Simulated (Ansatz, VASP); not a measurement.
**HfS2 in VASP and in Ansatz**

POSCAR

```
HfS2
1.0
    3.7755077968      0.0000000000      0.0000000000
   -1.8877538984      3.2696856642      0.0000000000
    0.0000000000      0.0000000000      6.1134924766
Hf S
1 2
Direct
    0.0000000000      0.0000000000      0.0000000000
    0.3333333333      0.6666666667      0.2253599494
    0.6666666667      0.3333333333      0.7746400506
```

File INCAR.step1:

```
SYSTEM = HfS2
ALGO = Normal
EDIFF = 1E-5
ENCUT = 400
GGA = PE
GGA_COMPAT = .False.
ISIF = 2
ISMEAR = 0
LASPH = .True.
LREAL = .False.
LWAVE = .True.
NBANDS = 18
NELM = 120
PREC = Accurate
SIGMA = 0.01
```

INCAR.step2

```
SYSTEM = HfS2
ALGO = Normal
EDIFF = 1E-6
ENCUT = 400
GGA = PE
GGA_COMPAT = .False.
HFSCREEN = 0.2079
ISIF = 2
ISMEAR = 0
ISTART = 1
LASPH = .True.
LCHARG = .True.
LELF = .True.
LHFCALC = .True.
LREAL = .False.
LVHAR = .True.
LWAVE = .False.
NBANDS = 18
NELM = 120
PREC = Accurate
PRECFOCK = Normal
SIGMA = 0.01
```

KPOINTS

```
k-points
0
Gamma
  6 6 4
  0 0 0
```

Input for Ansatz:

```yaml
crystal:
  lattice:
    - [3.7755077968, 0.0, 0.0]
    - [-1.8877538984, 3.2696856642, 0.0]
    - [0.0, 0.0, 6.1134924766]
  atoms:
    - { symbol: Hf, position: [0.0, 0.0, 0.0] }
    - { symbol: S, position: [0.3333333333, 0.6666666667, 0.2253599494] }
    - { symbol: S, position: [0.6666666667, 0.3333333333, 0.7746400506] }
kpoints:
  mp_grid: { grid: [6, 6, 4] }
  band_path:
    path:
      - [0.0, 0.0, 0.0]
      - [0.5, 0.0, 0.0]
      - [0.3333333333, 0.3333333333, 0.0]
      - [0.0, 0.0, 0.5]
      - [0.5, 0.0, 0.5]
      - [0.3333333333, 0.3333333333, 0.5]
      - [0.0, 0.25, 0.25]
      - [-0.072917, 0.145833, 0.0]
      - [0.0, 0.5, 0.5]
    npoints: 1
hamiltonian:
  xc: hse06
scf:
  occupations: { method: fixed }
  n_extra_bands: 4
output:
  forces: true
  stress: true
  eigenvalues: true
```

Change from the starting cell: hydrostatic strain +4.0%.

Alike in both runs: task single point; functional HSE06; k mesh 6 × 6 × 4; no spin polarisation.

|  | VASP | Ansatz |
| --- | --- | --- |
| version | VASP 6.6.1 | Ansatz 0.2.0 |
| potentials or method | VASP PAW PBE potentials, release 64 (Hf_pv, S) | plane waves, PAW |
| plane-wave cutoff (eV) | 400 | 420 |
| occupations | gaussian, width 0.01 eV | fixed |
| valence electrons in the cell | 22 | 38 |

VASP gave:

- gap on the k mesh at the Fermi level (eV): 2.26
- pressure (GPa): -4.5
- traceless stress, the component that is largest in VASP (GPa): 3.73
- rms of the force components (eV/Å): 0.092

**Question.** Which values does Ansatz return?

**Answer.** gap on the k mesh at the Fermi level (eV): 2.30; pressure (GPa): -3.3; traceless stress, the component that is largest in VASP (GPa): 3.43; rms of the force components (eV/Å): 0.031.

Atom by atom the forces differ by 0.060 eV/Å (rms over components). VASP's potentials hold 22 valence electrons a cell and Ansatz's 38, so a difference there can come from the potentials and not from the codes. Ansatz's warnings: stress exchange threshold loose, stress scf threshold loose.

Spin-orbit coupling is off throughout.
